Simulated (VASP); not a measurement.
# Pd (Pm-3m) in VASP: a series of runs, part 2 of 2

VASP 6.6.1. Earlier steps stand in the parts before.

### Step 4. Single point, PBE, collinear spin (17.16 Å³/atom)

This run uses another cell than the first one, of 17.16 Å³/atom.

The input, INCAR:

```
ALGO     = Normal         # electronic algorithm
EDIFF    = 1E-6           # SCF threshold, eV
ENCUT    = 500            # plane-wave cutoff, eV
GGA      = PE             # functional
GGA_COMPAT= False        
ISIF     = 2              # what is computed and relaxed
ISMEAR   = -1             # smearing method
ISPIN    = 2              # spin polarisation
LASPH    = True           # aspherical terms in the spheres
LCHARG   = True           # write CHGCAR
LELF     = True           # ELF
LMAXMIX  = 4              # l up to which the mixer works
LORBIT   = 11             # projections on sites
LREAL    = False          # projectors in reciprocal space
LVHAR    = True         
LWAVE    = False          # write WAVECAR
MAGMOM   = 0.5            # initial moments
NBANDS   = 15             # bands
NELM     = 200            # most SCF steps
PREC     = Accurate       # precision mode
SIGMA    = 0.05           # smearing width, eV
```

The input, KPOINTS:

```
k-points
0
Gamma
  14 14 14
```

The input, POSCAR:

```
Pd
1.0
    2.5795691651      0.0000000000      0.0000000000
    0.0000000000      2.5795691651      0.0000000000
    0.0000000000      0.0000000000      2.5795691651
Pd
1
Direct
    0.0000000000      0.0000000000      0.0000000000
```

Potentials or basis: VASP PAW PBE potentials, release 64 (Pd).

Run with:

```sh
cat potpaw_PBE.64/Pd/POTCAR > POTCAR
mpirun -np 1 vasp_std > vasp.out
```

OUTCAR:

```text
EDIFF = 1E-6
   ENCUT = 500
   GGA = PE
   ISIF = 2
   ISMEAR = -1
   ISPIN = 2
   LASPH = True
   LORBIT = 11
   LREAL = False
   NELM = 200
   PREC = Accurate

 ion  position               nearest neighbor table
   1  0.000  0.000  0.000-

  LATTYP: Found a simple cubic cell.
 ALAT       =     2.5795691651

  Lattice vectors:

 A1 = (   2.5795691651,   0.0000000000,   0.0000000000)
 A2 = (   0.0000000000,   2.5795691651,   0.0000000000)
 A3 = (   0.0000000000,   0.0000000000,   2.5795691651)

Analysis of symmetry for initial positions (statically):
=====================================================================
 Subroutine PRICEL returns:
 Original cell was already a primitive cell.

 Routine SETGRP: Setting up the symmetry group for a
 simple cubic supercell.

 Subroutine GETGRP returns: Found 48 space group operations
 (whereof 48 operations were pure point group operations)
 out of a pool of 48 trial point group operations.

The static configuration has the point symmetry O_h .

Analysis of symmetry for dynamics (positions and initial velocities):
=====================================================================
 Subroutine PRICEL returns:
 Original cell was already a primitive cell.

 Routine SETGRP: Setting up the symmetry group for a
 simple cubic supercell.

 Subroutine GETGRP returns: Found 48 space group operations
 (whereof 48 operations were pure point group operations)
 out of a pool of 48 trial point group operations.

The dynamic configuration has the point symmetry O_h .

Analysis of structural, dynamic, and magnetic symmetry:
=====================================================================
 Subroutine PRICEL returns:
 Original cell was already a primitive cell.

 Routine SETGRP: Setting up the symmetry group for a
 simple cubic supercell.

 Subroutine GETGRP returns: Found 48 space group operations
 (whereof 48 operations were pure point group operations)
 out of a pool of 48 trial point group operations.

The overall configuration has the point symmetry O_h .
[... 161 lines left out ...]
      4       7.7216      0.41511
      5       7.7216      0.41511
      6       7.7216      0.41511
      7      24.4241      0.00000
      8      24.4241      0.00000
      9      24.4241      0.00000
     10      30.9385      0.00000
     11      30.9385      0.00000
     12      31.1099      0.00000
     13      34.6117      0.00000
     14      37.9874      0.00000
[... 403 lines left out ...]
      4       6.4738      1.00000
      5       7.2178      0.99994
      6       7.9463      0.00787
      7      15.8621      0.00000
      8      22.4661      0.00000
      9      27.4263      0.00000
     10      30.2219      0.00000
     11      30.6964      0.00000
     12      34.4751      0.00000
     13      35.7292      0.00000
     14      36.7932      0.00000
     15      38.0311      0.00000

 [... further k-points ...]

 spin component 2

 k-point     1 :       0.0000    0.0000    0.0000
  band No.  band energies     occupation
      1       1.5324      1.00000
      2       2.9902      1.00000
      3       2.9902      1.00000
      4       7.7218      0.41421
      5       7.7218      0.41421
      6       7.7218      0.41421
      7      24.4241      0.00000
      8      24.4241      0.00000
      9      24.4241      0.00000
     10      30.9385      0.00000
     11      30.9385      0.00000
     12      31.1097      0.00000
     13      34.6118      0.00000
     14      37.9874      0.00000
[... 403 lines left out ...]
      4       6.4739      1.00000
      5       7.2180      0.99994
      6       7.9464      0.00786
      7      15.8621      0.00000
      8      22.4661      0.00000
      9      27.4263      0.00000
     10      30.2219      0.00000
     11      30.6964      0.00000
     12      34.4752      0.00000
     13      35.7292      0.00000
     14      36.7932      0.00000
     15      38.0311      0.00000

 [... further k-points ...]

------------------------ aborting loop because EDIFF is reached ----------------------------------------

  FORCE on cell =-STRESS in cart. coord.  units (eV):
  Direction    XX          YY          ZZ          XY          YZ          ZX
  --------------------------------------------------------------------------------------
  -------------------------------------------------------------------------------------
  Total        0.5507212      0.5507212      0.5507212      0.0000000      0.0000000      0.0000000
  in kB       51.4044651     51.4044651     51.4044651      0.0000000      0.0000000      0.0000000
  external PRESSURE =      51.4044651 kB  Pullay stress =       0.0000000 kB

 VOLUME and BASIS-vectors are now :
 -----------------------------------------------------------------------------
  energy-cutoff  :      500.00
  volume of cell :       17.16
      direct lattice vectors                 reciprocal lattice vectors
     2.579569165  0.000000000  0.000000000     0.387661635  0.000000000  0.000000000
     0.000000000  2.579569165  0.000000000     0.000000000  0.387661635  0.000000000
     0.000000000  0.000000000  2.579569165     0.000000000  0.000000000  0.387661635

 POSITION                                       TOTAL-FORCE (eV/Angst)
 -----------------------------------------------------------------------------------
      0.00000      0.00000      0.00000         0.000000      0.000000      0.000000
 -----------------------------------------------------------------------------------
    total drift:                                0.000000      0.000000      0.000000

  FREE ENERGIE OF THE ION-ELECTRON SYSTEM (eV)
  ---------------------------------------------------
  free  energy   TOTEN  =        -4.7024894817 eV

  energy  without entropy=       -4.6877204442  energy(sigma->0) =       -4.69510496

 total charge

# of ion       s       p       d       tot
------------------------------------------
    1        0.505   0.360   8.541   9.406

 magnetization (x)

# of ion       s       p       d       tot
------------------------------------------
    1        0.000  -0.000   0.000   0.000
```

OSZICAR:

```text
N       E                     dE             d eps       ncg     rms          rms(c)
DAV:   1     0.462762566170E+02    0.46276E+02   -0.43653E+03  7239   0.559E+02
DAV:   2    -0.406447528602E+01   -0.50341E+02   -0.47869E+02  9202   0.152E+02
DAV:   3    -0.485245859113E+01   -0.78798E+00   -0.78566E+00  9251   0.192E+01
DAV:   4    -0.485546039059E+01   -0.30018E-02   -0.30016E-02  8943   0.124E+00
DAV:   5    -0.485548942667E+01   -0.29036E-04   -0.29036E-04  9495   0.112E-01    0.609E+00
DAV:   6    -0.471068668882E+01    0.14480E+00   -0.59871E-01  9804   0.493E+00    0.324E+00
DAV:   7    -0.470505995403E+01    0.56267E-02   -0.47936E-03  8698   0.501E-01    0.177E+00
DAV:   8    -0.470249389286E+01    0.25661E-02   -0.16013E-03  9440   0.207E-01    0.550E-01
DAV:   9    -0.470247836855E+01    0.15524E-04   -0.58205E-05  9380   0.453E-02    0.344E-02
DAV:  10    -0.470248646468E+01   -0.80961E-05   -0.79896E-06  9041   0.153E-02    0.179E-02
DAV:  11    -0.470248951348E+01   -0.30488E-05   -0.36337E-06  9284   0.102E-02    0.465E-03
DAV:  12    -0.470248948174E+01    0.31746E-07   -0.77343E-08  5189   0.195E-03
   1 F= -.47024895E+01 E0= -.46951050E+01  d E =-.147690E-01  mag=     0.0002
```

Run time: 23 s. Hardware: 1 thread of Intel Xeon 6975P-C (Granite Rapids), shared host; peak memory 0.16 GiB.

Results:

| Property | Result |
| --- | --- |
| Free energy | -4.7025 eV |
| Pressure | 5.1 GPa |
| Band gap on the k mesh | zero (filled and empty bands overlap) |
| Net moment | 0.00 μB per cell |
| Valence electrons inside the program's atomic spheres | Pd 9.41 |

Levels at points of the mesh, in eV from the Fermi level:
Spin up:
```
           k point  band 2  band 3  band 4  band 5  band 6  band 7  band 8  band 9
(0.00, 0.00, 0.00)   -4.71   -4.71    0.02    0.02    0.02   16.72   16.72   16.72
(0.50, 0.00, 0.00)   -4.05   -1.61   -1.61    0.17    0.33    5.04   18.40   21.44
(0.50, 0.50, 0.00)   -3.54   -1.30   -1.30    1.21    5.60    5.60   11.93   12.55
(0.50, 0.50, 0.50)   -4.04   -4.04    1.31    1.31   11.05   11.42   11.42   11.42
```
Spin down:
```
           k point  band 1  band 2  band 3  band 4  band 5  band 6  band 7  band 8  band 9  band 10
(0.00, 0.00, 0.00)   -6.17   -4.71   -4.71    0.02    0.02    0.02   16.72   16.72   16.72    23.23
(0.50, 0.00, 0.00)   -4.22   -4.05   -1.61   -1.61    0.17    0.33    5.04   18.40   21.44    22.85
(0.50, 0.50, 0.00)   -4.95   -3.54   -1.30   -1.30    1.21    5.60    5.60   11.93   12.55    23.70
(0.50, 0.50, 0.50)   -4.04   -4.04   -4.04    1.31    1.31   11.05   11.42   11.42   11.42    18.05
```

Caveat: the cell stands under pressure.

### Step 5. Summary

```csv
cell,gap on the mesh (eV),pressure (GPa),moment (μB)
"a = 2.506 Å, 1 atom",none,21.1,0.00
"a = 2.543 Å, 1 atom",none,12.1,0.00
"a = 2.580 Å, 1 atom",none,5.1,0.00
```

Alike in all rows: task single point; level PBE; potentials or basis VASP PAW PBE potentials, release 64 (Pd); spin collinear; k mesh 14 × 14 × 14; cutoff (eV) 500; smearing fermi-dirac 0.05 eV.

Caveats: the cell stands under pressure.

Absolute energies hang on the potentials; compare differences alone.
